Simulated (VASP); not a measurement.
The system is Os.

```
Os
1.0
     2.70000    0.00000    0.00000
    -1.35000    2.33827    0.00000
     0.00000    0.00000    4.40910
Os
2
Direct
  0.33333 0.66667 0.25000
  0.66667 0.33333 0.75000
```

```yaml
Program: VASP 6.6.1
Task: relaxation of cell and atoms
Functional: LDA
Potentials_or_basis: VASP PAW LDA potentials, release 64 (Os)
Cutoff: 600 eV
k_mesh: 9 × 9 × 5
Occupations: gaussian, width 0.1 eV
Spin: no spin polarisation
```

At the start: pressure -6.1 GPa; volume 13.92 Å³/atom.

Q: How do energy, volume and symmetry change on relaxing?

A: Over 9 steps the energy falls by 24.4 meV/atom and the volume is 13.73 Å³/atom (-1.4 %); space group P6_3/mmc (No. 194, to 0.05 Å).

The path:
| step | energy change (eV) | largest force (eV/Å) | pressure (GPa) | volume (Å³) |
| --- | --- | --- | --- | --- |
| 1 | 0.0000 | 0.0000 | -6.15 | 27.84 |
| 2 | 0.3334 | 0.0000 | 40.37 | 25.66 |
| 3 | -0.0449 | 0.0000 | 2.39 | 27.30 |
| 4 | -0.0453 | 0.0000 | 3.25 | 27.25 |
| 5 | -0.0242 | 0.0000 | -8.63 | 28.03 |
| 6 | -0.0488 | 0.0000 | -0.19 | 27.46 |
| 7 | -0.0488 | 0.0000 | -0.13 | 27.46 |
| 8 | -0.0487 | 0.0000 | 0.26 | 27.44 |
| 9 | -0.0488 | 0.0000 | 0.00 | 27.45 |

Final structure:
```
Os
1.0
     2.71593    0.00000    0.00000
    -1.35797    2.35207    0.00000
     0.00000    0.00000    4.29709
Os
2
Direct
  0.33333 0.66667 0.25000
  0.66667 0.33333 0.75000
```
